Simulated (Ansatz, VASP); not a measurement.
## Two plane-wave programs on Sr

The input POSCAR:

```
Sr
1.0
   -2.5220000000      2.5220000000      2.3280000000
    2.5220000000     -2.5220000000      2.3280000000
    2.5220000000      2.5220000000     -2.3280000000
Sr
1
Direct
    0.0000000000      0.0000000000      0.0000000000
```

The input INCAR.step1:

```
SYSTEM = Sr
PREC = Accurate ; ENCUT = 520
ISMEAR = 0 ; SIGMA = 0.15
LREAL = .False. ; LASPH = .True.
NELM = 60 ; NBANDS = 11
GGA = PE ; ALGO = Normal
EDIFF = 1E-4 ; LWAVE = .True.
LCHARG = .False.
```

Contents of INCAR.step2:

```
SYSTEM = Sr
PREC = Accurate ; ENCUT = 520
EDIFF = 1E-6 ; ISMEAR = 0
SIGMA = 0.15 ; LREAL = .False.
LASPH = .True. ; NELM = 60
ALGO = Normal ; ISIF = 2
LWAVE = .False. ; LCHARG = .False.
METAGGA = R2SCAN ; LMIXTAU = .True.
NBANDS = 11 ; ISTART = 1
```

KPOINTS

```
Automatic mesh
0
Gamma
  14 14 14
  0 0 0
```

Input for Ansatz:

```yaml
crystal:
  lattice:
    - [-2.522, 2.522, 2.328]
    - [2.522, -2.522, 2.328]
    - [2.522, 2.522, -2.328]
  atoms:
    - { symbol: Sr, position: [0.0, 0.0, 0.0] }
basis:
  ecutwfc: 500
kpoints:
  mp_grid: { grid: [14, 14, 14] }
hamiltonian:
  xc: r2scan
scf:
  occupations: { method: gaussian, width: 0.15 }
output:
  forces: true
  stress: true
  eigenvalues: true
```

Change from the starting cell: strain +0.040 along x and y, -0.040 along z, atoms carried along.

Alike in both runs: task single point; functional r2SCAN; k mesh 14 × 14 × 14; occupations gaussian, width 0.15 eV; no spin polarisation.

```csv
,VASP,Ansatz
version,VASP 6.6.1,Ansatz 0.2.0
potentials or method,"VASP PAW PBE potentials, release 64 (Sr_sv), cutoff 520 eV","scalar-relativistic, plane waves, PAW"
valence electrons in the cell,10,10
```

|  | VASP | Ansatz | Ansatz less VASP |
| --- | --- | --- | --- |
| gap on the k mesh at the Fermi level (eV) | none | none | - |
| pressure (GPa) | -0.5 | -0.5 | -0.01 |
| traceless stress, the component that is largest in VASP (GPa) | 0.11 | 0.10 | -0.002 |

VASP's potentials were made for PBE, not for r2SCAN. A gap of «none» marks a metal or a gap that the smearing closes.
